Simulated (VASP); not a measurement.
# Mo (R-3m) in VASP: a series of runs

The runs below take Mo through single point, relaxation of cell and atoms, with r2SCAN.

All numbers are computed with VASP 6.6.1; they aren't measurements. Logs are shortened: lines on timing, memory, paths and dates and some standing lists are left out, and cuts for length are marked.

### 1 The cell of the first run

Symmetry: R-3m, No. 166, trigonal system. The conventional cell has a = 2.988 Å, b = 2.988 Å, c = 6.199 Å, α = 90.00°, β = 90.00°, γ = 120.00°. Mo (site symmetry -3m) has 12 Mo at 2.69 to 2.99 Å within 3.5 Å.

### 2 Single point, r2SCAN

POSCAR reads:

```
Mo
1.0
    1.4938974908      0.8625021184      4.1325662502
   -1.4938974908      0.8625021184      4.1325662502
    0.0000000000     -1.7250042369      4.1325662502
Mo
2
Direct
    0.2498053459      0.2498053459      0.2498053459
    0.7501946541      0.7501946541      0.7501946541
```

INCAR.step1 reads:

```
  PREC = Accurate
  ENCUT = 520
  ISMEAR = 0
  SIGMA = 0.1
  LREAL = F
  LASPH = T
  NELM = 100
  NBANDS = 21
  GGA = PE
  ALGO = Normal
  EDIFF = 1E-4
  LWAVE = T
  LCHARG = F
```

INCAR.step2 reads:

```
  PREC = Accurate
  ENCUT = 520
  EDIFF = 1E-6
  ISMEAR = 0
  SIGMA = 0.1
  LREAL = F
  LASPH = T
  NELM = 100
  ALGO = Normal
  ISIF = 2
  LWAVE = F
  LCHARG = T
  METAGGA = R2SCAN
  LMIXTAU = T
  LELF = T
  LVHAR = T
  NBANDS = 21
  ISTART = 1
```

KPOINTS reads:

```
regular mesh
0
Gamma
  6 6 6
```

Potentials or basis: VASP PAW PBE potentials, release 64 (Mo_sv).

On the command line:

```bash
$ cat potpaw_PBE.64/Mo_sv/POTCAR > POTCAR
$ cp INCAR.step1 INCAR
$ mpirun -np 1 vasp_std > vasp.out
$ cp INCAR.step2 INCAR
$ mpirun -np 1 vasp_std > vasp.out
```

OUTCAR:

```text
PREC = Accurate
   ENCUT = 520
   EDIFF = 1E-6
   ISMEAR = 0
   LREAL = F
   LASPH = T
   NELM = 100
   ISIF = 2
   METAGGA = R2SCAN
   ISTART = 1

 ion  position               nearest neighbor table
   1  0.250  0.250  0.250-   2 2.69   2 2.69   2 2.69   2 2.70   2 2.70   2 2.70
   2  0.750  0.750  0.750-   1 2.69   1 2.69   1 2.69   1 2.70   1 2.70   1 2.70

  LATTYP: Found a trigonal (rhomboedric) cell.
 ALAT       =     4.4781406219
 COS(alpha) =     0.7774251256

  Lattice vectors:

 A1 = (   1.4938974908,   0.8625021184,   4.1325662502)
 A2 = (  -1.4938974908,   0.8625021184,   4.1325662502)
 A3 = (   0.0000000000,  -1.7250042369,   4.1325662502)

Analysis of symmetry for initial positions (statically):
=====================================================================
 Subroutine PRICEL returns:
 Original cell was already a primitive cell.

 Routine SETGRP: Setting up the symmetry group for a
 trigonal (rhombohedral) supercell.

 Subroutine GETGRP returns: Found 12 space group operations
 (whereof 12 operations were pure point group operations)
 out of a pool of 12 trial point group operations.

The static configuration has the point symmetry D_3d.

Analysis of symmetry for dynamics (positions and initial velocities):
=====================================================================
 Subroutine PRICEL returns:
 Original cell was already a primitive cell.

 Routine SETGRP: Setting up the symmetry group for a
 trigonal (rhombohedral) supercell.

 Subroutine GETGRP returns: Found 12 space group operations
 (whereof 12 operations were pure point group operations)
 out of a pool of 12 trial point group operations.

The dynamic configuration has the point symmetry D_3d.

 Subroutine INISYM returns: Found 12 space group operations
 (whereof 12 operations are pure point group operations),
 and found     1 'primitive' translations

----------------------------------------------------------------------------------------

                                     Primitive cell

  volume of cell :      31.9486

  direct lattice vectors                    reciprocal lattice vectors
     1.493897491  0.862502118  4.132566250     0.334694986  0.193236240  0.080660131
    -1.493897491  0.862502118  4.132566250    -0.334694986  0.193236240  0.080660131
     0.000000000 -1.725004237  4.132566250     0.000000000 -0.386472481  0.080660131

  length of vectors
     4.478140622  4.478140622  4.478140622     0.394799994  0.394799994  0.394799994

  position of ions in fractional coordinates (direct lattice)
     0.249805346  0.249805346  0.249805346
     0.750194654  0.750194654  0.750194654

  ion indices of the primitive-cell ions
   primitive index   ion index
                 1           1
                 2           2

----------------------------------------------------------------------------------------

 KPOINTS: regular mesh

Automatic generation of k-mesh.
 Grid dimensions read from file:
 generate k-points for:    6    6    6

 Generating k-lattice:

  Cartesian coordinates                     Fractional coordinates (reciprocal lattice)
     0.055782498  0.032206040  0.013443355     0.166666667 -0.000000000  0.000000000
    -0.055782498  0.032206040  0.013443355    -0.000000000  0.166666667  0.000000000
     0.000000000 -0.064412080  0.013443355     0.000000000  0.000000000  0.166666667

  Length of vectors
     0.065799999  0.065799999  0.065799999

  Shift w.r.t. Gamma in fractional coordinates (k-lattice)
     0.000000000  0.000000000  0.000000000

 Subroutine IBZKPT returns following result:
 ===========================================

 Found     32 irreducible k-points:

 Following reciprocal coordinates:
            Coordinates               Weight
  0.000000  0.000000  0.000000      1.000000
  0.166667  0.000000 -0.000000      6.000000
  0.333333 -0.000000 -0.000000      6.000000
  0.500000  0.000000  0.000000      3.000000
  0.166667  0.166667 -0.000000      6.000000
  0.333333  0.166667  0.000000     12.000000
[... 16 lines left out ...]
  0.500000  0.500000  0.166667      6.000000
 -0.333333  0.500000  0.166667     12.000000
 [... further k-points ...]
   k-points           NKPTS =     32   k-points in BZ     NKDIM =     32   number of bands    NBANDS=     21
   number of dos      NEDOS =    301   number of ions     NIONS =      2
   total plane-waves  NPLWV =  46656
   dimension x,y,z NGX =    36 NGY =   36 NGZ =   36
   dimension x,y,z NGXF=    72 NGYF=   72 NGZF=   72
   ions per type =               2
   NGX,Y,Z   is equivalent  to a cutoff of  13.36, 13.36, 13.36 a.u.
   NGXF,Y,Z  is equivalent  to a cutoff of  26.73, 26.73, 26.73 a.u.
 SYSTEM =  unknown system
   PREC   = accura    normal or accurate (medium, high low for compatibility)
   ISTART =      1    job   : 0-new  1-cont  2-samecut
   ICHARG =      0    charge: 1-file 2-atom 10-const
   ISPIN  =      1    spin polarized calculation?
[... 38 lines left out ...]
  energy-cutoff  :      520.00
  volume of cell :       31.95
 maximum number of plane-waves:       879
 NGX is ok and might be reduce to    36

 number of electron      27.9999999 magnetization

 Free energy of the ion-electron system (eV)
  ---------------------------------------------------
  ext. energy  EPLUGINS =         0.00000000
  ---------------------------------------------------
  free energy    TOTEN  =       -51.39976475 eV

  energy without entropy =      -51.39239315  energy(sigma->0) =      -51.39607895

 E-fermi :  12.1712     XC(G=0): -14.4532

 val. band max:       12.1655135527   @ k =   0.5000   0.5000   0.3333
 cond. band min:      12.1958208608   @ k =  -0.1667   0.1667   0.0000
 fundamental gap:      0.0303073081
 Fermi energy:        12.1712433334

 k-point     1 :       0.0000    0.0000    0.0000
  band No.  band energies     occupation
      1     -50.9268      2.00000
      2     -50.4887      2.00000
      3     -25.0587      2.00000
      4     -23.9245      2.00000
      5     -23.9245      2.00000
      6     -23.5207      2.00000
[... 13 lines left out ...]
     20      16.7448      0.00000
     21      24.0328      0.00000

 k-point     2 :       0.1667    0.0000   -0.0000
  band No.  band energies     occupation
      1     -50.8766      2.00000
      2     -50.4966      2.00000
      3     -24.9222      2.00000
      4     -24.0610      2.00000
      5     -23.9377      2.00000
      6     -23.7245      2.00000
[... 13 lines left out ...]
     20      19.5601      0.00000
     21      25.0453      0.00000

 k-point     3 :       0.3333   -0.0000   -0.0000
  band No.  band energies     occupation
      1     -50.7541      2.00000
      2     -50.5340      2.00000
      3     -24.5583      2.00000
      4     -24.3128      2.00000
      5     -24.1326      2.00000
      6     -23.9440      2.00000
[... 13 lines left out ...]
     20      21.6137      0.00000
     21      23.5441      0.00000

 k-point     4 :       0.5000    0.0000    0.0000
  band No.  band energies     occupation
      1     -50.6237      2.00000
      2     -50.6215      2.00000
      3     -24.3865      2.00000
      4     -24.3805      2.00000
      5     -24.0850      2.00000
      6     -24.0791      2.00000
[... 13 lines left out ...]
     20      18.4060      0.00000
     21      23.3646      0.00000

 k-point     5 :       0.1667    0.1667   -0.0000
  band No.  band energies     occupation
      1     -50.8695      2.00000
      2     -50.5040      2.00000
      3     -24.9166      2.00000
      4     -23.9933      2.00000
      5     -23.9661      2.00000
      6     -23.8499      2.00000
[... 13 lines left out ...]
     20      18.7263      0.00000
     21      24.9482      0.00000
[... 382 lines left out ...]
     20      19.1106      0.00000
     21      22.3215      0.00000

 k-point    22 :      -0.1667    0.3333    0.1667
  band No.  band energies     occupation
      1     -50.6948      2.00000
      2     -50.5490      2.00000
      3     -24.6946      2.00000
      4     -24.5804      2.00000
      5     -24.1965      2.00000
      6     -23.8634      2.00000
[... 13 lines left out ...]
     20      21.0985      0.00000
     21      23.6503      0.00000

 k-point    23 :       0.5000    0.5000    0.1667
  band No.  band energies     occupation
      1     -50.7068      2.00000
      2     -50.5815      2.00000
      3     -24.7547      2.00000
      4     -24.7151      2.00000
      5     -24.1161      2.00000
      6     -23.6256      2.00000
[... 13 lines left out ...]
     20      16.6802      0.00000
     21      24.4243      0.00000

 k-point    24 :      -0.3333    0.5000    0.1667
  band No.  band energies     occupation
      1     -50.6580      2.00000
      2     -50.5859      2.00000
      3     -24.8111      2.00000
      4     -24.7518      2.00000
      5     -24.1762      2.00000
      6     -23.7858      2.00000
[... 13 lines left out ...]
     20      18.5065      0.00000
     21      22.8834      0.00000

 [... further k-points ...]

------------------------ aborting loop because EDIFF is reached ----------------------------------------

  FORCE on cell =-STRESS in cart. coord.  units (eV):
  Direction    XX          YY          ZZ          XY          YZ          ZX
  --------------------------------------------------------------------------------------
  -------------------------------------------------------------------------------------
  Total        0.2052255      0.2052255      0.3105060      0.0000000     -0.0000000      0.0000000
  in kB       10.2917650     10.2917650     15.5714316      0.0000000     -0.0000000      0.0000000
  external PRESSURE =      12.0516539 kB  Pullay stress =       0.0000000 kB

 VOLUME and BASIS-vectors are now :
 -----------------------------------------------------------------------------
  energy-cutoff  :      520.00
  volume of cell :       31.95
      direct lattice vectors                 reciprocal lattice vectors
     1.493897491  0.862502118  4.132566250     0.334694986  0.193236240  0.080660131
    -1.493897491  0.862502118  4.132566250    -0.334694986  0.193236240  0.080660131
     0.000000000 -1.725004237  4.132566250     0.000000000 -0.386472481  0.080660131

 POSITION                                       TOTAL-FORCE (eV/Angst)
 -----------------------------------------------------------------------------------
      0.00000     -0.00000      3.09701         0.000000     -0.000000      0.012171
      0.00000     -0.00000      9.30069         0.000000      0.000000     -0.012171
 -----------------------------------------------------------------------------------
    total drift:                               -0.000000      0.000000     -0.000000

  FREE ENERGIE OF THE ION-ELECTRON SYSTEM (eV)
  ---------------------------------------------------
  free  energy   TOTEN  =       -51.3997647545 eV

  energy  without entropy=      -51.3923931548  energy(sigma->0) =      -51.39607895
```

Wall time 1.7 min (1 thread of AMD EPYC 9R45 (Zen 5), shared host); peak memory 0.18 GiB.

What came out:

```
Free energy            : -51.3998 eV
Pressure               : 1.2 GPa
Largest force          : 0.012 eV/Å
Band gap on the k mesh : zero (bands 14 and 15 overlap by 1.42 eV)
```

Forces in eV/Å, atoms in the order of the input:
```
Mo   0.000  0.000  0.012
Mo   0.000  0.000 -0.012
```

Stress tensor (GPa, compression positive):
```
1.03 0.00 0.00
0.00 1.03 0.00
0.00 0.00 1.56
```

Levels at points of the mesh, in eV from the Fermi level:
```tsv
k point	band 10	band 11	band 12	band 13	band 14	band 15	band 16	band 17	band 18	band 19
(0.00, 0.00, 0.00)	-5.39	-2.41	-2.41	-1.94	-1.94	0.89	2.18	2.18	3.15	4.57
(0.50, 0.00, 0.00)	-3.94	-2.73	-2.72	-1.02	-0.99	0.12	0.17	3.06	3.07	6.23
(0.50, 0.50, 0.00)	-5.19	-4.90	-2.55	0.58	0.60	2.76	3.31	3.90	4.02	4.05
(0.50, 0.50, 0.50)	-5.14	-0.86	-0.82	-0.82	-0.82	-0.82	-0.79	1.00	1.00	1.02
```

Caveat: the k points lie up to 0.41 Å⁻¹ apart, too coarse for converged energies and pressures of a metal; the PAW data sets were made with another functional, which shifts forces and pressure a little.

### 3 Relaxation of cell and atoms, r2SCAN

This run uses another cell than the first one, of 16.61 Å³/atom.

POSCAR reads:

```
Mo
1.0
    1.7293115122      0.9984184671      3.2068008670
   -1.7293115122      0.9984184671      3.2068008670
    0.0000000000     -1.9968369342      3.2068008670
Mo
2
Direct
    0.2275400000      0.2275400000      0.2275400000
    0.7724600000      0.7724600000      0.7724600000
```

INCAR.step1 reads:

```
PREC = Accurate
ENCUT = 600
ISMEAR = 0
SIGMA = 0.1
LREAL = F
LASPH = T
NELM = 100
GGA = PE
ALGO = Normal
EDIFF = 1E-4
LWAVE = T
LCHARG = F
```

INCAR.step2 reads:

```
PREC = Accurate
ENCUT = 600
EDIFF = 1E-7
ISMEAR = 0
SIGMA = 0.1
LREAL = F
LASPH = T
NELM = 100
ALGO = Normal
ISIF = 3
LWAVE = F
LCHARG = F
METAGGA = R2SCAN
LMIXTAU = T
IBRION = 2
NSW = 90
EDIFFG = -0.04
ISTART = 1
```

KPOINTS reads:

```
Automatic mesh
0
Gamma
  6 6 6
```

Potentials or basis: VASP PAW PBE potentials, release 64 (Mo_sv).

On the command line:

```bash
$ cat potpaw_PBE.64/Mo_sv/POTCAR > POTCAR
$ cp INCAR.step1 INCAR
$ mpirun -np 1 vasp_std > vasp.out
$ cp INCAR.step2 INCAR
$ mpirun -np 1 vasp_std > vasp.out
```

Wall time 22 min (1 thread of AMD EPYC 9R45 (Zen 5), shared host); peak memory 0.17 GiB.

The run converged. Its results:

```yaml
Free_energy: -51.3918 eV
Relaxed_volume: 16.04 Å³/atom
Relaxed_cell: a = 4.487 Å, b = 4.487 Å, c = 4.487 Å, α = 38.94°, β = 38.94°, γ = 38.94°
Space_group_after_relaxing_to_0.1_Å: R-3m (No. 166)
Pressure_after_relaxing: 0.0 GPa
Largest_force_after_relaxing: 0.019 eV/Å
Band_gap_on_the_k_mesh: zero (bands 14 and 15 overlap by 1.40 eV)
```

Forces on the atoms (eV/Å):
```
Mo   0.000  0.000 -0.019
Mo   0.000  0.000  0.019
```

Stress tensor (GPa, compression positive):
```
 0.00  0.00  0.00
 0.00  0.00  0.00
 0.00  0.00 -0.10
```

Final structure:
```xyz
2
Lattice="1.4956 0.8635 4.1412 -1.4956 0.8635 4.1412 0.0000 -1.7270 4.1412" Properties=species:S:1:pos:R:3 pbc="T T T"
Mo    0.0000    0.0000    3.1099
Mo    0.0000    0.0000    9.3136
```

Levels at points of the mesh, in eV from the Fermi level:
| k point | band 10 | band 11 | band 12 | band 13 | band 14 | band 15 | band 16 | band 17 | band 18 |
| --- | --- | --- | --- | --- | --- | --- | --- | --- | --- |
| (0.00, 0.00, 0.00) | -5.36 | -2.39 | -2.39 | -1.92 | -1.92 | 0.87 | 2.17 | 2.17 | 4.54 |
| (0.50, 0.00, 0.00) | -3.92 | -2.72 | -2.71 | -1.03 | -0.98 | 0.11 | 0.18 | 3.05 | 3.06 |
| (0.50, 0.50, 0.00) | -5.17 | -4.87 | -2.53 | 0.57 | 0.60 | 2.75 | 3.30 | 3.87 | 4.00 |
| (0.50, 0.50, 0.50) | -5.13 | -0.88 | -0.81 | -0.81 | -0.81 | -0.81 | -0.77 | 0.99 | 0.99 |

Caveat: the k points lie up to 0.41 Å⁻¹ apart in the final cell, too coarse for converged energies and pressures of a metal; a cell axis changed by over 15 % at a fixed basis, so the end point is rough; the PAW data sets were made with another functional, which shifts forces and pressure a little.

### 4 Single point, r2SCAN

This run uses another cell than the first one: it holds 1 atom, not 2.

POSCAR reads:

```
Mo
1.0
    1.4997651721      0.8658898258      2.0603783570
   -1.4997651721      0.8658898258      2.0603783570
    0.0000000000     -1.7317796517      2.0603783570
Mo
1
Direct
    0.5000000000      0.5000000000      0.5000000000
```

INCAR.step1 reads:

```
SYSTEM = Mo
PREC = Accurate
ENCUT = 520
ISMEAR = 0
SIGMA = 0.1
LREAL = .FALSE.
LASPH = .TRUE.
NELM = 100
NBANDS = 13
GGA = PE
ALGO = Normal
EDIFF = 1E-4
LWAVE = .TRUE.
LCHARG = .FALSE.
```

INCAR.step2 reads:

```
SYSTEM = Mo
PREC = Accurate
ENCUT = 520
EDIFF = 1E-7
ISMEAR = 0
SIGMA = 0.1
LREAL = .FALSE.
LASPH = .TRUE.
NELM = 100
ALGO = Normal
ISIF = 2
LWAVE = .FALSE.
LCHARG = .TRUE.
METAGGA = R2SCAN
LMIXTAU = .TRUE.
LELF = .TRUE.
LVHAR = .TRUE.
NBANDS = 13
ISTART = 1
```

KPOINTS reads:

```
regular mesh
0
G
  24 24 24
  0 0 0
```

On the command line:

```bash
$ cat potpaw_PBE.64/Mo_sv/POTCAR > POTCAR
$ cp INCAR.step1 INCAR
$ mpirun -np 1 vasp_std > vasp.out
$ cp INCAR.step2 INCAR
$ mpirun -np 1 vasp_std > vasp.out
```

Wall time 7.2 min (1 thread of AMD EPYC 9R45 (Zen 5), shared host); peak memory 0.31 GiB.

The run converged. Its results:

* Free energy: -25.6788 eV
* Pressure: 1.0 GPa
* Band gap on the k mesh: zero (bands 7 and 8 overlap by 4.20 eV)

Stress tensor (GPa, compression positive):
```
0.96 0.00 0.00
0.00 0.96 0.00
0.00 0.00 1.21
```

Levels at points of the mesh, in eV from the Fermi level:
```csv
k point,band 3,band 4,band 5,band 6,band 7,band 8,band 9,band 10,band 11,band 12
"(0.00, 0.00, 0.00)",-35.64,-35.32,-7.39,-2.38,-2.38,1.04,2.27,2.27,13.37,17.86
"(0.50, 0.00, 0.00)",-35.67,-35.52,-5.08,-2.51,0.66,0.74,2.77,4.04,10.89,13.89
"(0.50, 0.50, 0.00)",-36.31,-35.73,-5.51,-4.78,3.34,3.97,4.06,5.16,11.05,14.80
"(0.50, 0.50, 0.50)",-36.05,-36.05,-5.28,-1.88,-1.88,3.30,4.65,4.65,11.90,13.78
```

Caveat: the PAW data sets were made with another functional, which shifts forces and pressure a little.

### 5 Single point, r2SCAN

This run uses another cell than the first one, of 16.61 Å³/atom.

POSCAR reads:

```
Mo
1.0
    1.7293115122      0.9984184671      3.2068008670
   -1.7293115122      0.9984184671      3.2068008670
    0.0000000000     -1.9968369342      3.2068008670
Mo
2
Direct
    0.2275400000      0.2275400000      0.2275400000
    0.7724600000      0.7724600000      0.7724600000
```

INCAR.step1 reads:

```
SYSTEM = Mo
  PREC = Accurate
  ENCUT = 520
  ISMEAR = 0
  SIGMA = 0.1
  LREAL = .False.
  LASPH = .True.
  NELM = 100
  NBANDS = 21
  GGA = PE
  ALGO = Normal
  EDIFF = 1E-4
  LWAVE = .True.
  LCHARG = .False.
```

INCAR.step2 reads:

```
SYSTEM = Mo
  PREC = Accurate
  ENCUT = 520
  EDIFF = 1E-6
  ISMEAR = 0
  SIGMA = 0.1
  LREAL = .False.
  LASPH = .True.
  NELM = 100
  ALGO = Normal
  ISIF = 2
  LWAVE = .False.
  LCHARG = .False.
  METAGGA = R2SCAN
  LMIXTAU = .True.
  NBANDS = 21
  ISTART = 1
```

KPOINTS reads:

```
regular mesh
0
Gamma
  6 6 6
  0 0 0
```

On the command line:

```bash
$ cat potpaw_PBE.64/Mo_sv/POTCAR > POTCAR
$ cp INCAR.step1 INCAR
$ mpirun -np 1 vasp_std > vasp.out
$ cp INCAR.step2 INCAR
$ mpirun -np 1 vasp_std > vasp.out
```

It took 44 s on 1 thread of AMD EPYC 9R45 (Zen 5), shared host; peak memory 0.14 GiB.

It converged, with:

```yaml
Free_energy: -48.9622 eV
Pressure: 26.2 GPa
Largest_force: 5.300 eV/Å
Band_gap_on_the_k_mesh: zero (bands 14 and 15 overlap by 0.92 eV)
```

Forces in eV/Å, atoms in the order of the input:
```
Mo   0.000  0.000  5.300
Mo   0.000  0.000 -5.300
```

Stress tensor (GPa, compression positive):
```
22.59  0.00  0.00
 0.00 22.59  0.00
 0.00  0.00 33.49
```

Levels at points of the mesh, in eV from the Fermi level:
| k point | band 12 | band 13 | band 14 | band 15 | band 16 | band 17 |
| --- | --- | --- | --- | --- | --- | --- |
| (0.00, 0.00, 0.00) | -4.26 | -4.07 | -4.07 | 2.24 | 4.62 | 4.62 |
| (0.50, 0.00, 0.00) | -1.50 | -1.44 | -1.35 | 0.09 | 0.47 | 2.95 |
| (0.50, 0.50, 0.00) | -2.66 | 0.46 | 0.62 | 0.66 | 1.21 | 1.34 |
| (0.50, 0.50, 0.50) | -2.44 | -2.19 | -2.19 | 0.24 | 1.81 | 1.81 |

Caveat: the k points lie up to 0.37 Å⁻¹ apart, too coarse for converged energies and pressures of a metal; the PAW data sets were made with another functional, which shifts forces and pressure a little.

### 6 The runs side by side

```csv
task,cell,k mesh,cutoff (eV),gap on the mesh (eV),pressure (GPa),largest force (eV/Å)
single point,"a = 4.478 Å, angles 39.0°, 2 atoms, atomic positions A",6 × 6 × 6,520,none,1.2,0.01
relaxation of cell and atoms,"relaxed from a = 3.778 Å, angles 54.5°, 2 atoms, atomic positions B",6 × 6 × 6,600,none,0.0,0.02
single point,"a = 2.692 Å, angles 67.7°, 1 atom, atomic positions C",24 × 24 × 24,520,none,1.0,-
single point,"a = 3.778 Å, angles 54.5°, 2 atoms, atomic positions B",6 × 6 × 6,520,none,26.2,5.30
```

Alike in all rows: level r2SCAN; potentials or basis VASP PAW PBE potentials, release 64 (Mo_sv); no spin polarisation; smearing gaussian 0.1 eV.

Caveats: some runs use coarse meshes; the PAW data sets were made with another functional, which shifts forces and pressure a little; a cell axis changed by over 15 % at a fixed basis, so the end point is rough (at least some runs).

Absolute energies hang on the potentials; compare differences alone.

The gap in the log of VASP goes by the Fermi energy; the results here count the filled bands.